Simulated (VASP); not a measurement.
# Mg2Si3N (P-6m2) in VASP: further runs

Runs on Mg2Si3N. Level: PBE. Tasks: single point.

Everything below comes from runs of VASP 6.6.1. Logs are shortened: lines on timing, memory, paths and dates and some standing lists are left out, and cuts for length are marked.

## Step 1: The cell of the first run

It takes space group P-6m2 (No. 187, hexagonal). Conventional cell: a = 3.713 Å, b = 3.713 Å, c = 7.329 Å, α = 90.00°, β = 90.00°, γ = 120.00°. Within 3.7 Å of Mg (site symmetry 3m) lie 9 Si at 2.81 to 2.83 Å and 3 N at 2.83 Å and 2 Mg at 3.64 to 3.69 Å. Si (site symmetry -6m2) has 3 Si at 2.14 Å within 2.8 Å. Si (site symmetry -6m2) has 3 N at 2.14 Å within 2.8 Å. Within 2.8 Å of Si (site symmetry -6m2) lie 3 Si at 2.14 Å. N (site symmetry -6m2) has 3 Si at 2.14 Å within 2.8 Å.

## Step 2: Single point, PBE

File INCAR:

```
SYSTEM = Mg2Si3N
PREC = Accurate
ENCUT = 520
EDIFF = 1E-6
ISMEAR = 0
SIGMA = 0.1
LREAL = .False.
LASPH = .True.
NELM = 60
ALGO = Normal
ISIF = 2
LWAVE = .False.
LCHARG = .False.
GGA = PE
NBANDS = 20
```

File KPOINTS:

```
regular mesh
0
Gamma
  6 6 4
  0 0 0
```

File POSCAR:

```
Mg2Si3N
1.0
    3.7127786100      0.0000000000      0.0000000000
   -1.8563893100      3.2153606000      0.0000000000
    0.0000000000      0.0000000000      7.3291148600
Mg Si N
2 3 1
Direct
    0.3333333300      0.6666666700      0.7520078400
    0.3333333300      0.6666666700      0.2479921600
    0.6666666700      0.3333333300      0.0000000000
    0.0000000000      0.0000000000      0.5000000000
    0.0000000000      0.0000000000      0.0000000000
    0.6666666700      0.3333333300      0.5000000000
```

Potentials or basis: VASP PAW PBE potentials, release 64 (Mg, Si, N).

Started as:

```console
$ cat potpaw_PBE.64/Mg/POTCAR potpaw_PBE.64/Si/POTCAR potpaw_PBE.64/N/POTCAR > POTCAR
$ mpirun -np 1 vasp_std > vasp.out
```

OUTCAR:

```text
SYSTEM = Mg2Si3N
   PREC = Accurate
   ENCUT = 520
   EDIFF = 1E-6
   ISMEAR = 0
   LREAL = .False.
   LASPH = .True.
   NELM = 60
   ISIF = 2
   GGA = PE

 ion  position               nearest neighbor table
   1  0.333  0.667  0.752-   3 2.81   5 2.81   3 2.81   5 2.81   5 2.81   3 2.81   4 2.83   4 2.83
                             4 2.83   2 3.64
   2  0.333  0.667  0.248-   3 2.81   5 2.81   3 2.81   5 2.81   5 2.81   3 2.81   4 2.83   4 2.83
                             4 2.83   1 3.64
   3  0.667  0.333  0.000-   5 2.14   5 2.14   5 2.14   2 2.81   1 2.81   2 2.81   1 2.81   1 2.81
                             2 2.81
   4  0.000  0.000  0.500-   6 2.14   6 2.14   6 2.14   1 2.83   2 2.83   1 2.83   2 2.83   1 2.83
                             2 2.83
   5  0.000  0.000  0.000-   3 2.14   3 2.14   3 2.14   1 2.81   2 2.81   1 2.81   2 2.81   1 2.81
                             2 2.81
   6  0.667  0.333  0.500-   4 2.14   4 2.14   4 2.14

  LATTYP: Found a hexagonal cell.
 ALAT       =     3.7127786100
 C/A-ratio  =     1.9740242093

  Lattice vectors:

 A1 = (   3.7127786100,   0.0000000000,   0.0000000000)
 A2 = (  -1.8563893100,   3.2153606000,   0.0000000000)
 A3 = (   0.0000000000,   0.0000000000,   7.3291148600)

Analysis of symmetry for initial positions (statically):
=====================================================================
 Subroutine PRICEL returns:
 Original cell was already a primitive cell.

 Routine SETGRP: Setting up the symmetry group for a
 hexagonal supercell.

 Subroutine GETGRP returns: Found 12 space group operations
 (whereof 12 operations were pure point group operations)
 out of a pool of 24 trial point group operations.

The static configuration has the point symmetry D_3h.

Analysis of symmetry for dynamics (positions and initial velocities):
=====================================================================
 Subroutine PRICEL returns:
 Original cell was already a primitive cell.

 Routine SETGRP: Setting up the symmetry group for a
 hexagonal supercell.

 Subroutine GETGRP returns: Found 12 space group operations
 (whereof 12 operations were pure point group operations)
 out of a pool of 24 trial point group operations.

The dynamic configuration has the point symmetry D_3h.

 Subroutine INISYM returns: Found 12 space group operations
 (whereof 12 operations are pure point group operations),
 and found     1 'primitive' translations

----------------------------------------------------------------------------------------

                                     Primitive cell

  volume of cell :      87.4944

  direct lattice vectors                    reciprocal lattice vectors
     3.712778610  0.000000000  0.000000000     0.269340056  0.155503554  0.000000000
    -1.856389310  3.215360600  0.000000000     0.000000000  0.311007108  0.000000000
     0.000000000  0.000000000  7.329114860     0.000000000  0.000000000  0.136442124

  length of vectors
     3.712778610  3.712778617  7.329114860     0.311007108  0.311007108  0.136442124

  position of ions in fractional coordinates (direct lattice)
     0.333333330  0.666666670  0.752007840
     0.333333330  0.666666670  0.247992160
     0.666666670  0.333333330  0.000000000
     0.000000000  0.000000000  0.500000000
     0.000000000  0.000000000  0.000000000
     0.666666670  0.333333330  0.500000000

  ion indices of the primitive-cell ions
   primitive index   ion index
                 1           1
                 2           2
                 3           3
                 4           4
                 5           5
                 6           6

----------------------------------------------------------------------------------------

 KPOINTS: regular mesh

Automatic generation of k-mesh.
 Grid dimensions read from file:
 generate k-points for:    6    6    4

 Generating k-lattice:

  Cartesian coordinates                     Fractional coordinates (reciprocal lattice)
     0.044890009  0.025917259  0.000000000     0.166666667 -0.000000000  0.000000000
     0.000000000  0.051834518  0.000000000     0.000000000  0.166666667  0.000000000
     0.000000000  0.000000000  0.034110531     0.000000000  0.000000000  0.250000000

  Length of vectors
     0.051834518  0.051834518  0.034110531

  Shift w.r.t. Gamma in fractional coordinates (k-lattice)
     0.000000000  0.000000000  0.000000000

 Subroutine IBZKPT returns following result:
 ===========================================

 Found     21 irreducible k-points:

 Following reciprocal coordinates:
            Coordinates               Weight
  0.000000  0.000000  0.000000      1.000000
  0.166667  0.000000  0.000000      6.000000
  0.333333  0.000000  0.000000      6.000000
  0.500000 -0.000000  0.000000      3.000000
  0.166667  0.166667  0.000000      6.000000
  0.333333  0.166667  0.000000     12.000000
[... 13 lines left out ...]
  0.333333  0.166667  0.500000     12.000000
  0.333333  0.333333  0.500000      2.000000
   k-points           NKPTS =     21   k-points in BZ     NKDIM =     21   number of bands    NBANDS=     20
   number of dos      NEDOS =    301   number of ions     NIONS =      6
   total plane-waves  NPLWV =  43904
   dimension x,y,z NGX =    28 NGY =   28 NGZ =   56
   dimension x,y,z NGXF=    56 NGYF=   56 NGZF=  112
   ions per type =               2   3   1
   NGX,Y,Z   is equivalent  to a cutoff of  12.54, 12.54, 12.70 a.u.
   NGXF,Y,Z  is equivalent  to a cutoff of  25.07, 25.07, 25.40 a.u.
 SYSTEM =  Mg2Si3N
   PREC   = accura    normal or accurate (medium, high low for compatibility)
   ISTART =      0    job   : 0-new  1-cont  2-samecut
   ICHARG =      2    charge: 1-file 2-atom 10-const
   ISPIN  =      1    spin polarized calculation?
   LNONCOLLINEAR =      F non collinear calculations
   LSORBIT =      F    spin-orbit coupling
   LASPH  =      T    aspherical Exc in radial PAW
   ENCUT  =  520.0 eV  38.22 Ry    6.18 a.u.   6.90  6.90 13.63*2*pi/ulx,y,z
   NELM   =     60;   NELMIN=  2; NELMDL= -5     # of ELM steps
   EDIFF  = 0.1E-05   stopping-criterion for ELM
   LREAL  =      F    real-space projection
   EDIFFG = 0.1E-04   stopping-criterion for IOM
   NSW    =      0    number of steps for IOM
   IBRION =     -1    ionic relax: 0-MD 1-quasi-New 2-CG
   NFREE  =      0    steps in history (QN), initial steepest desc. (CG)
   ISIF   =      2    stress and relaxation
   ISYM   =      2    0-nonsym 1-usesym 2-fastsym
   POTIM  = 0.5000    time-step for ionic-motion
   TEBEG  =    0.0;   TEEND  =   0.0 temperature during run
   PSTRESS=    0.0 pullay stress
   NELECT =      21.0000    total number of electrons
   NUPDOWN=      -1.0000    fix difference up-down
   EMIN   =  10.00;   EMAX   =-10.00  energy-range for DOS
   EFERMI =   0.00;   METHOD = LEGACY
   ISMEAR =     0;   SIGMA  =   0.10  broadening in eV -4-tet -1-fermi 0-gaus
   EFERMI_NEDOS =   21; number of points for ismear=-14 and -15
   IALGO  =     38    algorithm
   IMIX   =      4    mixing-type and parameters
     AMIX     =   0.40;   BMIX     =  1.00
     AMIX_MAG =   1.60;   BMIX_MAG =  1.00
  volume/ion in A,a.u.               =      14.58        98.41
  Fermi-wavevector in a.u.,A,eV,Ry     =   1.017391  1.922590 14.083176  1.035084
  Thomas-Fermi vector in A             =   2.150789
   LORBIT       =      0    0 simple, 1 ext, 2 COOP (PROOUT), +10 PAW based schemes
   GGA     = PE    functional components
   LHFCALC =     F    Hartree Fock is set to
   AEXX    =    0.0000 exact exchange contribution
   IVDW    =     0    specifies the selected vdW correction
   LEPSILON=     F    determine dielectric tensor
   LRPA    =     F    only Hartree local field effects (RPA)
 non-spin polarized calculation
 Gauss-broadening in eV      SIGMA  =   0.10
  energy-cutoff  :      520.00
  volume of cell :       87.49
 maximum number of plane-waves:      2378
 NGX is ok and might be reduce to    28
   NGX = 13   NGY = 13   NGZ = 27

 number of electron      20.9999998 magnetization

 Free energy of the ion-electron system (eV)
  ---------------------------------------------------
  ext. energy  EPLUGINS =         0.00000000
  ---------------------------------------------------
  free energy    TOTEN  =       -24.46257883 eV

  energy without entropy =      -24.45107299  energy(sigma->0) =      -24.45682591

 E-fermi :   7.2146     XC(G=0): -10.3253

 val. band max:        7.1407688951   @ k =   0.1667   0.1667   0.5000
 cond. band min:       7.2302099317   @ k =   0.3333   0.1667   0.2500
 fundamental gap:      0.0894410367
 Fermi energy:         7.2145846089

 k-point     1 :       0.0000    0.0000    0.0000
  band No.  band energies     occupation
      1      -8.4124      2.00000
      2      -6.2709      2.00000
      3      -0.2953      2.00000
      4       2.2929      2.00000
      5       3.2498      2.00000
      6       3.2498      2.00000
[... 12 lines left out ...]
     19      12.7477      0.00000
     20      13.0277      0.00000

 k-point     2 :       0.1667    0.0000    0.0000
  band No.  band energies     occupation
      1      -8.2085      2.00000
      2      -5.9116      2.00000
      3       0.0702      2.00000
      4       0.6826      2.00000
      5       2.4993      2.00000
      6       2.9287      2.00000
[... 12 lines left out ...]
     19      12.7461      0.00000
     20      14.3637      0.00000

 k-point     3 :       0.3333    0.0000    0.0000
  band No.  band energies     occupation
      1      -7.7282      2.00000
      2      -4.8610      2.00000
      3      -1.0768      2.00000
      4      -0.2446      2.00000
      5       1.1285      2.00000
      6       2.4044      2.00000
[... 12 lines left out ...]
     19      12.7958      0.00000
     20      14.3177      0.00000

 k-point     4 :       0.5000   -0.0000    0.0000
  band No.  band energies     occupation
      1      -7.4330      2.00000
      2      -3.6205      2.00000
      3      -2.4189      2.00000
      4      -1.5042      2.00000
      5       2.1809      2.00000
      6       2.3245      2.00000
[... 12 lines left out ...]
     19      13.9322      0.00000
     20      15.2606      0.00000

 k-point     5 :       0.1667    0.1667    0.0000
  band No.  band energies     occupation
      1      -7.8616      2.00000
      2      -5.2035      2.00000
      3      -0.5243      2.00000
      4       0.7851      2.00000
      5       0.7976      2.00000
      6       1.8967      2.00000
[... 12 lines left out ...]
     19      13.5774      0.00000
     20      14.2531      0.00000

 k-point     6 :       0.3333    0.1667    0.0000
  band No.  band energies     occupation
      1      -7.4444      2.00000
      2      -3.8767      2.00000
      3      -1.7370      2.00000
      4      -1.1354      2.00000
      5       0.9365      2.00000
      6       1.5686      2.00000
[... 12 lines left out ...]
     19      13.4538      0.00000
     20      14.0307      0.00000

 k-point     7 :       0.3333    0.3333    0.0000
  band No.  band energies     occupation
      1      -7.2937      2.00000
      2      -2.6445      2.00000
      3      -2.4383      2.00000
      4      -1.3174      2.00000
      5      -0.3118      2.00000
      6       0.6813      2.00000
[... 12 lines left out ...]
     19      12.9000      0.00000
     20      13.2417      0.00000
[... 208 lines left out ...]
 k-point    17 :       0.3333    0.0000    0.5000
  band No.  band energies     occupation
      1      -7.7193      2.00000
      2      -4.8968      2.00000
      3      -1.0897      2.00000
      4      -0.3937      2.00000
      5       2.3142      2.00000
      6       2.4680      2.00000
[... 12 lines left out ...]
     19      13.3264      0.00000
     20      13.3940      0.00000

 k-point    18 :       0.5000   -0.0000    0.5000
  band No.  band energies     occupation
      1      -7.4294      2.00000
      2      -3.6241      2.00000
      3      -2.3013      2.00000
      4      -1.7751      2.00000
      5       2.2610      2.00000
      6       2.6250      2.00000
[... 12 lines left out ...]
     19      13.6760      0.00000
     20      14.7698      0.00000

 k-point    19 :       0.1667    0.1667    0.5000
  band No.  band energies     occupation
      1      -7.8502      2.00000
      2      -5.2485      2.00000
      3      -0.6444      2.00000
      4       0.7214      2.00000
      5       2.0474      2.00000
      6       2.1458      2.00000
[... 12 lines left out ...]
     19      13.7559      0.00000
     20      13.9891      0.00000

 k-point    20 :       0.3333    0.1667    0.5000
  band No.  band energies     occupation
      1      -7.4403      2.00000
      2      -3.8866      2.00000
      3      -1.5153      2.00000
      4      -1.5045      2.00000
      5       1.1392      2.00000
      6       1.2942      2.00000
[... 12 lines left out ...]
     19      14.5786      0.00000
     20      14.8406      0.00000

 k-point    21 :       0.3333    0.3333    0.5000
  band No.  band energies     occupation
      1      -7.2916      2.00000
      2      -2.5434      2.00000
      3      -2.4710      2.00000
      4      -1.5299      2.00000
      5      -0.1679      2.00000
      6       0.4546      2.00000
[... 12 lines left out ...]
     19      12.6844      0.00000
     20      15.2302      0.00000

------------------------ aborting loop because EDIFF is reached ----------------------------------------

  FORCE on cell =-STRESS in cart. coord.  units (eV):
  Direction    XX          YY          ZZ          XY          YZ          ZX
  --------------------------------------------------------------------------------------
  -------------------------------------------------------------------------------------
  Total        6.8919212      6.8919212      4.0311198     -0.0000000     -0.0000000     -0.0000000
  in kB      126.2032736    126.2032740     73.8169378     -0.0000002     -0.0000000     -0.0000000
  external PRESSURE =     108.7411618 kB  Pullay stress =       0.0000000 kB

 VOLUME and BASIS-vectors are now :
 -----------------------------------------------------------------------------
  energy-cutoff  :      520.00
  volume of cell :       87.49
      direct lattice vectors                 reciprocal lattice vectors
     3.712778610  0.000000000  0.000000000     0.269340056  0.155503554  0.000000000
    -1.856389310  3.215360600  0.000000000     0.000000000  0.311007108  0.000000000
     0.000000000  0.000000000  7.329114860     0.000000000  0.000000000  0.136442124

 POSITION                                       TOTAL-FORCE (eV/Angst)
 -----------------------------------------------------------------------------------
     -0.00000      2.14357      5.51155        -0.000000     -0.000000     -0.860218
     -0.00000      2.14357      1.81756        -0.000000     -0.000000      0.860218
      1.85639      1.07179      0.00000         0.000000     -0.000000      0.000000
      0.00000      0.00000      3.66456        -0.000000     -0.000000      0.000000
      0.00000      0.00000      0.00000         0.000000     -0.000000      0.000000
      1.85639      1.07179      3.66456        -0.000000      0.000000      0.000000
 -----------------------------------------------------------------------------------
    total drift:                               -0.000015      0.000009      0.000000

  FREE ENERGIE OF THE ION-ELECTRON SYSTEM (eV)
  ---------------------------------------------------
  free  energy   TOTEN  =       -24.4625788308 eV

  energy  without entropy=      -24.4510729945  energy(sigma->0) =      -24.45682591
```

It took 33 s on 1 thread of Intel Xeon Platinum 8488C (Sapphire Rapids), shared host; peak memory 0.2 GiB.

What came out:

| Item | Value |
| --- | --- |
| Free energy | -24.4626 eV |
| Pressure | 10.9 GPa |
| Largest force | 0.860 eV/Å |

Forces in eV/Å, atoms in the order of the input:
```
Mg   0.000  0.000 -0.860
Mg   0.000  0.000  0.860
Si   0.000  0.000  0.000
Si   0.000  0.000  0.000
Si   0.000  0.000  0.000
N    0.000  0.000  0.000
```

(Part 1 of 3 ends here.)
